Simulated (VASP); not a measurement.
# AlNi (P-1) in VASP: single point with PBEsol

Aim: the single point of AlNi with PBEsol.

Everything below comes from runs of VASP 6.6.1. Logs are shortened: lines on timing, memory, paths and dates and some standing lists are left out, and cuts for length are marked.

## 1. The cell of the first run

The typed cell holds 4 atoms: a = 2.859 Å, b = 4.050 Å, c = 4.050 Å, α = 90.22°, β = 90.00°, γ = 90.00°.

## 2. Single point, PBEsol

INCAR

```
PREC = Accurate
ENCUT = 520
EDIFF = 1E-6
ISMEAR = 0
SIGMA = 0.15
LREAL = False
LASPH = True
NELM = 60
ALGO = Fast
ISIF = 2
LWAVE = False
LCHARG = False
GGA = PS
NBANDS = 21
```

KPOINTS

```
Automatic mesh
0
Gamma
  12 8 8
```

POSCAR

```
AlNi
1.0
   -2.0213280871      2.0213497883      0.0000000000
   -2.0213280871     -2.0213497883     -2.8694088109
   -2.0213280871     -2.0213497883      2.8694088109
Al Ni
2 2
Direct
    0.0017210330     -0.0059052007     -0.0555237694
   -0.0017210330      0.5059052007      0.5555237694
    0.4462619706      1.0022406817      0.4733537420
    0.5537380294      0.4977593183      0.0266462580
```

Potentials or basis: VASP PAW PBE potentials, release 64 (Al, Ni).

Command:

```
cat potpaw_PBE.64/Al/POTCAR potpaw_PBE.64/Ni/POTCAR > POTCAR
mpirun -np 1 vasp_std > vasp.out
```

OUTCAR:

```text
PREC = Accurate
   ENCUT = 520
   EDIFF = 1E-6
   ISMEAR = 0
   LREAL = False
   LASPH = True
   NELM = 60
   ISIF = 2
   GGA = PS

 ion  position               nearest neighbor table
   1  0.002  0.994  0.944-   3 2.29   4 2.41   4 2.43   3 2.48   3 2.49   2 2.52   4 2.58   4 2.60
                             2 2.61   3 2.67   2 3.17   2 3.22
   2  0.998  0.506  0.556-   4 2.29   3 2.41   3 2.43   4 2.48   4 2.49   1 2.52   3 2.58   3 2.60
                             1 2.61   4 2.67   1 3.17   1 3.22
   3  0.446  0.002  0.473-   1 2.29   2 2.41   2 2.43   1 2.48   1 2.49   2 2.58   2 2.60   1 2.67
                             4 2.72   4 2.74   4 3.02   4 3.05
   4  0.554  0.498  0.027-   2 2.29   1 2.41   1 2.43   2 2.48   2 2.49   1 2.58   1 2.60   2 2.67
                             3 2.72   3 2.74   3 3.02   3 3.05

  LATTYP: Found a base centered orthorhombic cell.
 ALAT       =     5.7172098798
 B/A-ratio  =     1.0037794208
 C/A-ratio  =     0.5000000000

  Lattice vectors:

 A1 = (  -2.0213280871,  -2.0213497883,  -2.8694088109)
 A2 = (  -2.0213280871,  -2.0213497883,   2.8694088109)
 A3 = (  -2.0213280871,   2.0213497883,   0.0000000000)

Analysis of symmetry for initial positions (statically):
=====================================================================
 Subroutine PRICEL returns:
 Original cell was already a primitive cell.

 Routine SETGRP: Setting up the symmetry group for a
 base centered orthorhombic supercell.

 Subroutine GETGRP returns: Found  2 space group operations
 (whereof  1 operations were pure point group operations)
 out of a pool of  8 trial point group operations.

The static configuration has the point symmetry C_1 .
 The point group associated with its full space group is S_2 .

Analysis of symmetry for dynamics (positions and initial velocities):
=====================================================================
 Subroutine PRICEL returns:
 Original cell was already a primitive cell.

 Routine SETGRP: Setting up the symmetry group for a
 base centered orthorhombic supercell.

 Subroutine GETGRP returns: Found  2 space group operations
 (whereof  1 operations were pure point group operations)
 out of a pool of  8 trial point group operations.

The dynamic configuration has the point symmetry C_1 .
 The point group associated with its full space group is S_2 .

 Subroutine INISYM returns: Found  2 space group operations
 (whereof  1 operations are pure point group operations),
 and found     1 'primitive' translations

[... 100 lines left out ...]
   EDIFFG = 0.1E-04   stopping-criterion for IOM
   NSW    =      0    number of steps for IOM
   IBRION =     -1    ionic relax: 0-MD 1-quasi-New 2-CG
   NFREE  =      0    steps in history (QN), initial steepest desc. (CG)
   ISIF   =      2    stress and relaxation
   ISYM   =      2    0-nonsym 1-usesym 2-fastsym
   POTIM  = 0.5000    time-step for ionic-motion
   TEBEG  =    0.0;   TEEND  =   0.0 temperature during run
   PSTRESS=    0.0 pullay stress
   NELECT =      26.0000    total number of electrons
   NUPDOWN=      -1.0000    fix difference up-down
   EMIN   =  10.00;   EMAX   =-10.00  energy-range for DOS
   EFERMI =   0.00;   METHOD = LEGACY
   ISMEAR =     0;   SIGMA  =   0.15  broadening in eV -4-tet -1-fermi 0-gaus
   EFERMI_NEDOS =   21; number of points for ismear=-14 and -15
   IALGO  =     68    algorithm
   IMIX   =      4    mixing-type and parameters
     AMIX     =   0.40;   BMIX     =  1.00
     AMIX_MAG =   1.60;   BMIX_MAG =  1.00
  volume/ion in A,a.u.               =      11.72        79.12
  Fermi-wavevector in a.u.,A,eV,Ry     =   1.344897  2.541487 24.609512  1.808748
  Thomas-Fermi vector in A             =   2.472854
   LORBIT       =      0    0 simple, 1 ext, 2 COOP (PROOUT), +10 PAW based schemes
   GGA     = PS    functional components
   LHFCALC =     F    Hartree Fock is set to
   AEXX    =    0.0000 exact exchange contribution
   IVDW    =     0    specifies the selected vdW correction
   LEPSILON=     F    determine dielectric tensor
   LRPA    =     F    only Hartree local field effects (RPA)
 non-spin polarized calculation
 RMM-DIIS sequential band-by-band and
 Gauss-broadening in eV      SIGMA  =   0.15
  energy-cutoff  :      520.00
  volume of cell :       46.90
 maximum number of plane-waves:      1284
 NGX is ok and might be reduce to    24
   NGX = 11   NGY = 15   NGZ = 15

 number of electron      26.0000000 magnetization

 Free energy of the ion-electron system (eV)
  ---------------------------------------------------
  ext. energy  EPLUGINS =         0.00000000
  ---------------------------------------------------
  free energy    TOTEN  =       -22.61439366 eV

  energy without entropy =      -22.59751140  energy(sigma->0) =      -22.60595253

 E-fermi :  10.1452     XC(G=0): -12.2489

 val. band max:       10.1437201833   @ k =   0.0000   0.3750   0.0000
 cond. band min:      10.1474968921   @ k =   0.0833  -0.3750   0.2500
 fundamental gap:      0.0037767088
 Fermi energy:        10.1452430582

 k-point     1 :       0.0000    0.0000    0.0000
  band No.  band energies     occupation
      1      -1.1796      2.00000
      2       4.8127      2.00000
      3       6.4750      2.00000
      4       6.5942      2.00000
      5       6.8713      2.00000
      6       7.1854      2.00000
[... 565 lines left out ...]
     20      21.2078      0.00000
     21      21.5623      0.00000

 [... further k-points ...]

------------------------ aborting loop because EDIFF is reached ----------------------------------------

  FORCE on cell =-STRESS in cart. coord.  units (eV):
  Direction    XX          YY          ZZ          XY          YZ          ZX
  --------------------------------------------------------------------------------------
  -------------------------------------------------------------------------------------
  Total        0.5544161      1.9584006      1.9110525      1.2079178     -0.8469359      0.3608310
  in kB       18.9415596     66.9085187     65.2908765     41.2683654    -28.9354605     12.3277461
  external PRESSURE =      50.3803183 kB  Pullay stress =       0.0000000 kB

 VOLUME and BASIS-vectors are now :
 -----------------------------------------------------------------------------
  energy-cutoff  :      520.00
  volume of cell :       46.90
      direct lattice vectors                 reciprocal lattice vectors
    -2.021328087  2.021349788  0.000000000    -0.247362120  0.247359464  0.000000000
    -2.021328087 -2.021349788 -2.869408811    -0.123681060 -0.123679732 -0.174251922
    -2.021328087 -2.021349788  2.869408811    -0.123681060 -0.123679732  0.174251922

 POSITION                                       TOTAL-FORCE (eV/Angst)
 -----------------------------------------------------------------------------------
     -3.92197     -3.91505     -0.14238        -1.102806     -1.285128      1.195006
     -4.16335     -0.12765      0.14238         1.102806      1.285128     -1.195006
     -1.86337     -0.05929      1.35182        -0.564855      1.141028     -0.523893
     -2.17928      0.05929     -1.35182         0.564855     -1.141028      0.523893
 -----------------------------------------------------------------------------------
    total drift:                               -0.000000     -0.000000     -0.000000

  FREE ENERGIE OF THE ION-ELECTRON SYSTEM (eV)
  ---------------------------------------------------
  free  energy   TOTEN  =       -22.6143936602 eV

  energy  without entropy=      -22.5975114021  energy(sigma->0) =      -22.60595253
```

Wall time 9.3 min (1 thread of AMD EPYC 7R13, shared host); peak memory 0.39 GiB.

Results:

| Item | Value |
| --- | --- |
| Free energy | -22.6144 eV |
| Pressure | 5.0 GPa |
| Largest force | 2.073 eV/Å |
| Band gap on the k mesh | zero (bands 13 and 14 overlap by 2.97 eV) |

Forces in eV/Å, atoms in the order of the input:
```
Al  -1.103 -1.285  1.195
Al   1.103  1.285 -1.195
Ni  -0.565  1.141 -0.524
Ni   0.565 -1.141  0.524
```

Caveat: the cell stands under pressure; the PAW data sets were made with another functional, which shifts forces and pressure a little.
